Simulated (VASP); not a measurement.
# TaAs (P6_3/mmc) in VASP: single point with PBE

Aim: the single point of TaAs with PBE.

Program: VASP 6.6.1. These are calculated values, not measurements. Logs are shortened: lines on timing, memory, paths and dates and some standing lists are left out, and cuts for length are marked.

## (1) The cell of the first run

It takes space group P6_3/mmc (No. 194, hexagonal). The conventional cell has a = 4.323 Å, b = 4.323 Å, c = 5.327 Å, α = 90.00°, β = 90.00°, γ = 120.00°. Within 3.3 Å of Ta (site symmetry -6m2) lie 3 As at 2.50 Å. Within 3.3 Å of As (site symmetry -6m2) lie 3 Ta at 2.50 Å and 2 As at 2.66 Å.

## (2) Single point, PBE

Input file POSCAR:

```
TaAs
1.0
    4.3234880353      0.0000000000      0.0000000000
   -2.1617440177      3.7442504715      0.0000000000
    0.0000000000      0.0000000000      5.3266102342
Ta As
2 2
Direct
    0.3333333333      0.6666666667      0.7500000000
    0.6666666667      0.3333333333      0.2500000000
    0.0000000000      0.0000000000      0.2500000000
    0.0000000000      0.0000000000      0.7500000000
```

Input file INCAR.step1:

```
SYSTEM = TaAs
  PREC = Accurate
  ENCUT = 520
  EDIFF = 1E-6
  ISMEAR = 0
  SIGMA = 0.1
  LREAL = .FALSE.
  LASPH = .TRUE.
  NELM = 80
  ALGO = Normal
  ISIF = 2
  LWAVE = .FALSE.
  LCHARG = .TRUE.
  LMAXMIX = 4
  GGA = PE
  NBANDS = 24
```

Input file KPOINTS.step1:

```
regular mesh
0
G
  12 12 10
  0 0 0
```

Input file INCAR.step2:

```
SYSTEM = TaAs
  PREC = Accurate
  ENCUT = 520
  EDIFF = 1E-6
  ISMEAR = -5
  SIGMA = 0.1
  LREAL = .FALSE.
  LASPH = .TRUE.
  NELM = 80
  ALGO = Normal
  ISIF = 2
  LWAVE = .FALSE.
  LCHARG = .FALSE.
  LMAXMIX = 4
  GGA = PE
  LORBIT = 10
  NBANDS = 24
  NEDOS = 2001
  ICHARG = 11
```

Input file KPOINTS.step2:

```
regular mesh
0
G
  18 18 15
  0 0 0
```

Potentials or basis: VASP PAW PBE potentials, release 64 (Ta_pv, As).

On the command line:

```
$ cat potpaw_PBE.64/Ta_pv/POTCAR potpaw_PBE.64/As/POTCAR > POTCAR
$ cp INCAR.step1 INCAR
$ cp KPOINTS.step1 KPOINTS
$ mpirun -np 1 vasp_std > vasp.out
$ cp INCAR.step2 INCAR
$ cp KPOINTS.step2 KPOINTS
$ mpirun -np 1 vasp_std > vasp.out
```

OUTCAR:

```text
SYSTEM = TaAs
   PREC = Accurate
   ENCUT = 520
   EDIFF = 1E-6
   ISMEAR = -5
   LREAL = .FALSE.
   LASPH = .TRUE.
   NELM = 80
   ISIF = 2
   GGA = PE
   LORBIT = 10
   ICHARG = 11

 ion  position               nearest neighbor table
   1  0.333  0.667  0.750-   4 2.50   4 2.50   4 2.50
   2  0.667  0.333  0.250-   3 2.50   3 2.50   3 2.50
   3  0.000  0.000  0.250-   2 2.50   2 2.50   2 2.50   4 2.66   4 2.66
   4  0.000  0.000  0.750-   1 2.50   1 2.50   1 2.50   3 2.66   3 2.66

  LATTYP: Found a hexagonal cell.
 ALAT       =     4.3234880353
 C/A-ratio  =     1.2320168787

  Lattice vectors:

 A1 = (   4.3234880353,   0.0000000000,   0.0000000000)
 A2 = (  -2.1617440177,   3.7442504715,   0.0000000000)
 A3 = (   0.0000000000,   0.0000000000,   5.3266102342)

Analysis of symmetry for initial positions (statically):
=====================================================================
 Subroutine PRICEL returns:
 Original cell was already a primitive cell.

 Routine SETGRP: Setting up the symmetry group for a
 hexagonal supercell.

 Subroutine GETGRP returns: Found 24 space group operations
 (whereof 12 operations were pure point group operations)
 out of a pool of 24 trial point group operations.

The static configuration has the point symmetry D_3d.
 The point group associated with its full space group is D_6h.

Analysis of symmetry for dynamics (positions and initial velocities):
=====================================================================
 Subroutine PRICEL returns:
 Original cell was already a primitive cell.

 Routine SETGRP: Setting up the symmetry group for a
 hexagonal supercell.

 Subroutine GETGRP returns: Found 24 space group operations
 (whereof 12 operations were pure point group operations)
 out of a pool of 24 trial point group operations.

The dynamic configuration has the point symmetry D_3d.
 The point group associated with its full space group is D_6h.

 Subroutine INISYM returns: Found 24 space group operations
 (whereof 12 operations are pure point group operations),
 and found     1 'primitive' translations

----------------------------------------------------------------------------------------

                                     Primitive cell

  volume of cell :      86.2283

  direct lattice vectors                    reciprocal lattice vectors
     4.323488035  0.000000000  0.000000000     0.231294731  0.133538075  0.000000000
    -2.161744018  3.744250472  0.000000000     0.000000000  0.267076150  0.000000000
     0.000000000  0.000000000  5.326610234     0.000000000  0.000000000  0.187736657

  length of vectors
     4.323488035  4.323488035  5.326610234     0.267076150  0.267076150  0.187736657

  position of ions in fractional coordinates (direct lattice)
     0.333333333  0.666666667  0.750000000
     0.666666667  0.333333333  0.250000000
     0.000000000  0.000000000  0.250000000
     0.000000000  0.000000000  0.750000000

  ion indices of the primitive-cell ions
   primitive index   ion index
                 1           1
                 2           2
                 3           3
                 4           4

----------------------------------------------------------------------------------------

 KPOINTS: regular mesh

Automatic generation of k-mesh.
 Grid dimensions read from file:
 generate k-points for:   18   18   15

 Generating k-lattice:

  Cartesian coordinates                     Fractional coordinates (reciprocal lattice)
     0.012849707  0.007418782  0.000000000     0.055555556  0.000000000  0.000000000
     0.000000000  0.014837564  0.000000000     0.000000000  0.055555556  0.000000000
     0.000000000  0.000000000  0.012515777     0.000000000  0.000000000  0.066666667

  Length of vectors
     0.014837564  0.014837564  0.012515777

  Shift w.r.t. Gamma in fractional coordinates (k-lattice)
     0.000000000  0.000000000  0.000000000

 TETIRR: Found   4782 inequivalent tetrahedra from    29160

 Subroutine IBZKPT returns following result:
 ===========================================

 Found    296 irreducible k-points:

 Following reciprocal coordinates:
            Coordinates               Weight
  0.000000  0.000000  0.000000      1.000000
  0.055556 -0.000000  0.000000      6.000000
  0.111111 -0.000000  0.000000      6.000000
  0.166667  0.000000  0.000000      6.000000
  0.222222 -0.000000  0.000000      6.000000
  0.277778 -0.000000  0.000000      6.000000
[... 16 lines left out ...]
  0.333333  0.111111  0.000000     12.000000
  0.388889  0.111111  0.000000     12.000000
 [... further k-points ...]
   k-points           NKPTS =    296   k-points in BZ     NKDIM =    296   number of bands    NBANDS=     24
   number of dos      NEDOS =   2001   number of ions     NIONS =      4
   total plane-waves  NPLWV =  40960
   dimension x,y,z NGX =    32 NGY =   32 NGZ =   40
   dimension x,y,z NGXF=    64 NGYF=   64 NGZF=   80
   ions per type =               2   2
   NGX,Y,Z   is equivalent  to a cutoff of  12.30, 12.30, 12.48 a.u.
   NGXF,Y,Z  is equivalent  to a cutoff of  24.61, 24.61, 24.97 a.u.
 SYSTEM =  TaAs
   PREC   = accura    normal or accurate (medium, high low for compatibility)
   ISTART =      0    job   : 0-new  1-cont  2-samecut
   ICHARG =     11    charge: 1-file 2-atom 10-const
   ISPIN  =      1    spin polarized calculation?
   LNONCOLLINEAR =      F non collinear calculations
   LSORBIT =      F    spin-orbit coupling
   LASPH  =      T    aspherical Exc in radial PAW
   ENCUT  =  520.0 eV  38.22 Ry    6.18 a.u.   8.04  8.04  9.90*2*pi/ulx,y,z
   NELM   =     80;   NELMIN=  2; NELMDL=  0     # of ELM steps
   EDIFF  = 0.1E-05   stopping-criterion for ELM
   LREAL  =      F    real-space projection
   EDIFFG = 0.1E-04   stopping-criterion for IOM
   NSW    =      0    number of steps for IOM
   IBRION =     -1    ionic relax: 0-MD 1-quasi-New 2-CG
   NFREE  =      0    steps in history (QN), initial steepest desc. (CG)
   ISIF   =      2    stress and relaxation
   ISYM   =      2    0-nonsym 1-usesym 2-fastsym
   POTIM  = 0.5000    time-step for ionic-motion
   TEBEG  =    0.0;   TEEND  =   0.0 temperature during run
   PSTRESS=    0.0 pullay stress
   NELECT =      32.0000    total number of electrons
   NUPDOWN=      -1.0000    fix difference up-down
   EMIN   =  10.00;   EMAX   =-10.00  energy-range for DOS
   EFERMI =   0.00;   METHOD = LEGACY
   ISMEAR =    -5;   SIGMA  =   0.10  broadening in eV -4-tet -1-fermi 0-gaus
   EFERMI_NEDOS =   21; number of points for ismear=-14 and -15
   IALGO  =     38    algorithm
   IMIX   =      4    mixing-type and parameters
     AMIX     =   0.40;   BMIX     =  1.00
     AMIX_MAG =   1.60;   BMIX_MAG =  1.00
  volume/ion in A,a.u.               =      21.56       145.47
  Fermi-wavevector in a.u.,A,eV,Ry     =   1.176454  2.223175 18.831049  1.384043
  Thomas-Fermi vector in A             =   2.312817
   LORBIT       =     10    0 simple, 1 ext, 2 COOP (PROOUT), +10 PAW based schemes
   GGA     = PE    functional components
   LHFCALC =     F    Hartree Fock is set to
   AEXX    =    0.0000 exact exchange contribution
   IVDW    =     0    specifies the selected vdW correction
   LEPSILON=     F    determine dielectric tensor
   LRPA    =     F    only Hartree local field effects (RPA)
 non-spin polarized calculation
 Fermi weights with tetrahedron method with Bloechl corrections
  energy-cutoff  :      520.00
  volume of cell :       86.23
 maximum number of plane-waves:      2356

 number of electron      31.9999994 magnetization

 Free energy of the ion-electron system (eV)
  ---------------------------------------------------
  ext. energy  EPLUGINS =         0.00000000
  ---------------------------------------------------
  free energy    TOTEN  =       -29.85777350 eV

  energy without entropy =      -29.85777350  energy(sigma->0) =      -29.85777350

 E-fermi :   4.9286     XC(G=0): -10.7703

 val. band max:        4.9536072391   @ k =   0.2778  -0.0000   0.0667
 cond. band min:       4.9200080299   @ k =   0.3333   0.0000   0.3333
 fundamental gap:     -0.0335992092
 Fermi energy:         4.9286354385

 k-point     1 :       0.0000    0.0000    0.0000
  band No.  band energies     occupation
      1     -29.8349      2.00000
      2     -29.7769      2.00000
      3     -29.7769      2.00000
      4     -29.7473      2.00000
      5     -29.7473      2.00000
      6     -29.7429      2.00000
[... 16 lines left out ...]
     23      10.0214      0.00000
     24      10.6972      0.00000

 k-point     2 :       0.0556   -0.0000    0.0000
  band No.  band energies     occupation
      1     -29.8342      2.00000
      2     -29.7776      2.00000
      3     -29.7774      2.00000
      4     -29.7483      2.00000
      5     -29.7473      2.00000
      6     -29.7435      2.00000
[... 16 lines left out ...]
     23       9.8730      0.00000
     24      10.6673      0.00000

 k-point     3 :       0.1111   -0.0000    0.0000
  band No.  band energies     occupation
      1     -29.8322      2.00000
      2     -29.7796      2.00000
      3     -29.7788      2.00000
      4     -29.7509      2.00000
      5     -29.7472      2.00000
      6     -29.7452      2.00000
[... 16 lines left out ...]
     23       9.5089      0.00000
     24      10.3517      0.00000
[... 514 lines left out ...]
 k-point    23 :       0.3333    0.1111    0.0000
  band No.  band energies     occupation
      1     -29.8068      2.00000
      2     -29.8014      2.00000
      3     -29.7878      2.00000
      4     -29.7712      2.00000
      5     -29.7676      2.00000
      6     -29.7496      2.00000
[... 16 lines left out ...]
     23       8.0189      0.00000
     24       9.1063      0.00000

 k-point    24 :       0.3889    0.1111    0.0000
  band No.  band energies     occupation
      1     -29.8041      2.00000
      2     -29.8022      2.00000
      3     -29.7877      2.00000
      4     -29.7738      2.00000
      5     -29.7719      2.00000
      6     -29.7498      2.00000
[... 16 lines left out ...]
     23       7.8204      0.00000
     24       9.3203      0.00000

 [... further k-points ...]
[... 5 lines left out ...]
  --------------------------------------------------------------------------------------
  -------------------------------------------------------------------------------------
  Total        0.1201774      0.1201774      0.1086154     -0.0000000      0.0000000      0.0000000
  in kB        2.2329730      2.2329730      2.0181421     -0.0000000      0.0000000      0.0000000
  external PRESSURE =       2.1613627 kB  Pullay stress =       0.0000000 kB

 VOLUME and BASIS-vectors are now :
 -----------------------------------------------------------------------------
  energy-cutoff  :      520.00
  volume of cell :       86.23
      direct lattice vectors                 reciprocal lattice vectors
     4.323488035  0.000000000  0.000000000     0.231294731  0.133538075  0.000000000
    -2.161744018  3.744250472  0.000000000     0.000000000  0.267076150  0.000000000
     0.000000000  0.000000000  5.326610234     0.000000000  0.000000000  0.187736657

 POSITION                                       TOTAL-FORCE (eV/Angst)
 -----------------------------------------------------------------------------------
     -0.00000      2.49617      3.99496         0.000000     -0.000000     -0.000000
      2.16174      1.24808      1.33165        -0.000000      0.000000      0.000000
      0.00000      0.00000      1.33165        -0.000000      0.000000      0.000000
      0.00000      0.00000      3.99496        -0.000000      0.000000      0.000000
 -----------------------------------------------------------------------------------
    total drift:                               -0.000000      0.000000      0.000000

  FREE ENERGIE OF THE ION-ELECTRON SYSTEM (eV)
  ---------------------------------------------------
  free  energy   TOTEN  =       -29.8577735030 eV

  energy  without entropy=      -29.8577735030  energy(sigma->0) =      -29.85777350

 total charge

# of ion       s       p       d       tot
------------------------------------------
    1        0.306   6.082   2.376   8.763
    2        0.306   6.082   2.376   8.763
    3        1.246   1.561   0.092   2.898
    4        1.246   1.561   0.092   2.898
--------------------------------------------------
tot          3.104  15.284   4.935  23.323
```

It took 3 min on 1 thread of Intel Xeon 6975P-C (Granite Rapids), shared host; peak memory 0.61 GiB.

What came out:

```yaml
Valence_electrons_inside_the_program's_atomic_spheres: Ta 8.76; As 2.90
```

Levels at points of the mesh, in eV from the Fermi level:
| k point | band 14 | band 15 | band 16 | band 17 | band 18 | band 19 |
| --- | --- | --- | --- | --- | --- | --- |
| (0.00, 0.00, 0.00) | -1.35 | -0.05 | -0.05 | 1.01 | 1.17 | 1.17 |
| (0.50, 0.00, 0.00) | -1.13 | -1.08 | -0.37 | -0.23 | 1.11 | 1.77 |

Caveat: spin-orbit coupling is left out, which moves the levels of the heavy elements; tetrahedron occupations give inexact forces and stress in metals.
